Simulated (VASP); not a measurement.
A run of VASP 6.6.1 is set up as follows.

INCAR

```
SYSTEM = SnO
PREC = Accurate
ENCUT = 520
EDIFF = 1E-6
ISMEAR = 0
SIGMA = 0.05
LREAL = .False.
LASPH = .True.
NELM = 80
ALGO = Normal
ISIF = 2
LWAVE = .False.
LCHARG = .True.
LDIPOL = .True.
IDIPOL = 3
DIPOL = 0.5 0.5 0.500
GGA = PE
IVDW = 12
LELF = .True.
LVHAR = .True.
LVACPOTAV = .True.
NBANDS = 28
```

KPOINTS

```
Automatic mesh
0
Gamma
  7 7 1
  0 0 0
```

File POSCAR:

```
SnO
1.0
    3.8229331869      0.0006220849      0.0000000000
   -0.0006124869      3.8229331884      0.0000000000
    0.0000000000      0.0000000000     22.3616413016
Sn O
2 2
Direct
    0.7628183966      0.2371816034      0.4471943658
    0.2628184015      0.7371815985      0.5528056342
    0.2625786055      0.2374214035      0.5000000661
    0.7625785965      0.7374213945      0.5000000661
```

Potentials or basis: VASP PAW PBE potentials, release 64 (Sn_d, O).

Command:

```sh
$ cat potpaw_PBE.64/Sn_d/POTCAR potpaw_PBE.64/O/POTCAR > POTCAR
$ mpirun -np 1 vasp_std > vasp.out
```

(1) Estimate the dispersion energy per atom.

(2) Estimate the largest force.

(3) What does it give for the band gap on the k mesh?

Results:

(1) -0.137 eV.

(2) 0.095 eV/Å.

(3) 3.06 eV (least direct gap 3.13 eV).

Caveat: spin-orbit coupling is left out, which moves the levels of the heavy elements.
